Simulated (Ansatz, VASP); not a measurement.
**CsCl: VASP beside Ansatz**

```
Cs Cl
1.0
     4.14018    0.00000    0.00000
     0.00000    4.14018    0.00000
     0.00000    0.00000    4.14018
Cs Cl
1 1
Direct
  0.00000 0.00000 0.00000
  0.50000 0.50000 0.50000
```

Alike in both runs: functional r2SCAN; k mesh 10 × 10 × 10; occupations fermi-dirac, width 0.1 eV; no spin polarisation.

Ansatz relaxed the structure, and its values are those at the end. VASP's run is a single point on that final structure, the one shown.

|  | VASP | Ansatz |
| --- | --- | --- |
| version | VASP 6.6.1 | Ansatz 0.2.0 |
| potentials or method | VASP PAW PBE potentials, release 64 (Cs_sv, Cl) | PAW with Ansatz's default frozen-core files, scalar-relativistic |
| plane-wave cutoff (eV) | 550 | 500 |
| valence electrons in the cell | 16 | 16 |

```csv
,VASP,Ansatz,Ansatz less VASP
gap on the k mesh at the Fermi level (eV),5.91,5.91,+0.003
pressure (GPa),0.0,0.0,-0.04
```

VASP's potentials were made for PBE, not for r2SCAN.

Spin-orbit coupling is off throughout.
